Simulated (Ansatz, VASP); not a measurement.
C in VASP and in Ansatz

File INCAR:

```
  PREC = Accurate
  ENCUT = 600
  EDIFF = 1E-7
  ISMEAR = -1
  SIGMA = 0.05
  LREAL = False
  LASPH = True
  NELM = 100
  ALGO = Normal
  ISIF = 3
  LWAVE = False
  LCHARG = False
  GGA = B5
  ALDAX = 1.0
  AGGAX = 1.0
  AGGAC = 1.0
  ALDAC = 0.0
  IVDW = 12
  VDW_S6 = 1.0
  VDW_S8 = 2.6996
  VDW_A1 = 0.4298
  VDW_A2 = 4.2359
  IBRION = 2
  NSW = 80
  EDIFFG = -0.01
```

KPOINTS

```
regular mesh
0
Gamma
  13 13 13
```

Contents of POSCAR:

```
C
1.0
    0.0000000000      1.7833700000      1.7833700000
    1.7833700000      0.0000000000      1.7833700000
    1.7833700000      1.7833700000      0.0000000000
C
2
Direct
    0.7500000000      0.7500000000      0.7500000000
    0.5000000000      0.5000000000      0.5000000000
```

Contents of input.yaml:

```yaml
crystal:
  lattice:
    - [0.0, 1.78337, 1.78337]
    - [1.78337, 0.0, 1.78337]
    - [1.78337, 1.78337, 0.0]
  atoms:
    - { symbol: C, position: [0.75, 0.75, 0.75] }
    - { symbol: C, position: [0.5, 0.5, 0.5] }
kpoints:
  mp_grid: { grid: [13, 13, 13] }
scf:
  occupations: { method: fermi_dirac, width: 0.05 }
hamiltonian:
  xc: blyp
  dispersion: d3bj
  pseudopotentials: { kind: all_electron, lapw: { basis_error: 0.001 } }
output:
  forces: true
  stress: true
relax:
  f_tol: 0.01
  max_steps: 60
  cell: {}
```

Alike in both runs: task relaxation of cell and atoms; functional BLYP; dispersion D3(BJ); k mesh 13 × 13 × 13; occupations fermi-dirac, width 0.05 eV; no spin polarisation.

|  | VASP | Ansatz |
| --- | --- | --- |
| version | VASP 6.6.1 | Ansatz 0.2.0 |
| potentials or method | VASP PAW PBE potentials, release 64 (C), cutoff 600 eV | all-electron LAPW, scalar-relativistic |

Ansatz gave:

- relaxed volume (Å³/atom): 5.69
- relaxed cell length with the largest relative difference (Å): 2.524

Q: Estimate VASP's values.

A: Relaxed volume (Å³/atom): 5.68; relaxed cell length with the largest relative difference (Å): 2.524.

VASP's potentials were made for PBE, not for BLYP. Ansatz ran all-electron here, and VASP with PAW potentials.
